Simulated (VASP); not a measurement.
Set up this calculation in VASP 6.6.1, as the native input.

```
Task                   : single point
Functional             : LDA
Potentials or basis    : VASP PAW LDA potentials, release 64 (Ni)
Cutoff                 : 520 eV
k mesh                 : 16 × 16 × 16
Occupations            : methfessel-paxton, width 0.6 eV
Spin                   : collinear spin, ferromagnetic start
Starting moments       : [0.607] μB
Dipole correction      : no
Further INCAR settings : ALGO = Normal; EDIFF = 1e-07; NBANDS = 15
```

The structure of Ni lies in POSCAR:

```
Ni
1.0
    0.0000000000      1.7124646296      1.7124646296
    1.7124646296      0.0000000000      1.7124646296
    1.7124646296      1.7124646296      0.0000000000
Ni
1
Direct
    0.0000000000      0.0000000000      0.0000000000
```

The input as run:

INCAR

```
SYSTEM = Ni
ALGO = Normal
EDIFF = 1E-7
ENCUT = 520
ISIF = 2
ISMEAR = 1
ISPIN = 2
LASPH = .TRUE.
LCHARG = .FALSE.
LMAXMIX = 4
LORBIT = 11
LREAL = .FALSE.
LWAVE = .FALSE.
MAGMOM = 0.607
NBANDS = 15
NELM = 150
PREC = Accurate
SIGMA = 0.6
```

KPOINTS

```
k-points
0
G
  16 16 16
  0 0 0
```

Potentials or basis: VASP PAW LDA potentials, release 64 (Ni).

Launch:

```sh
$ cat potpaw_LDA.64/Ni/POTCAR > POTCAR
$ mpirun -np 1 vasp_std > vasp.out
```

Results of the run:

```json
{"Pressure": "-0.5 GPa", "Net moment": "0.54 μB per cell", "Site moments": "Ni +0.54 μB", "Valence electrons inside the program's atomic spheres": "Ni 9.47"}
```

Caveat: so wide a smearing shifts energies and pressures.

Wall time 57 s on 1 thread of Intel Xeon 8259CL, with other jobs on the host, peak memory 0.14 GiB.
